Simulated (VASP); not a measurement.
## Ba3Tc: single point with PBE

The system is Ba3Tc.

```
Tc Ba
1.0
     5.23928    0.00000    0.00000
     0.00000    5.23928    0.00000
     0.00000    0.00000    5.23928
Tc Ba
1 3
Cartesian
  0.0000 0.0000 0.0000
  0.0000 2.6196 2.6196
  2.6196 0.0000 2.6196
  2.6196 2.6196 0.0000
```

```yaml
Program: VASP 6.6.1
Task: single point
Functional: PBE
Potentials_or_basis: VASP PAW PBE potentials, release 64 (Tc_pv, Ba_sv)
Cutoff: 500 eV
k_mesh: 5 × 5 × 5
Occupations: fermi-dirac, width 0.05 eV
Spin: no spin polarisation
Dipole_correction: no
Further_INCAR_settings: ALGO = Normal; EDIFF = 1e-06; NBANDS = 30
```

```yaml
Pressure: 0.8 GPa
Band_gap_on_the_k_mesh: zero (an odd number of electrons rules out a gap without spin polarisation)
```

Levels at points of the mesh, in eV from the Fermi level:
```
           k point  band 19  band 20  band 21  band 22  band 23  band 24  band 25  band 26
(0.00, 0.00, 0.00)    -1.44    -1.09    -1.09    -1.09     1.14     1.14     1.14     2.19
```

Wall time 53 s on 1 thread of Intel Xeon 8259CL (shared host), peak memory 0.26 GiB.

Caveat: spin-orbit coupling is left out, which moves the levels of the heavy elements.
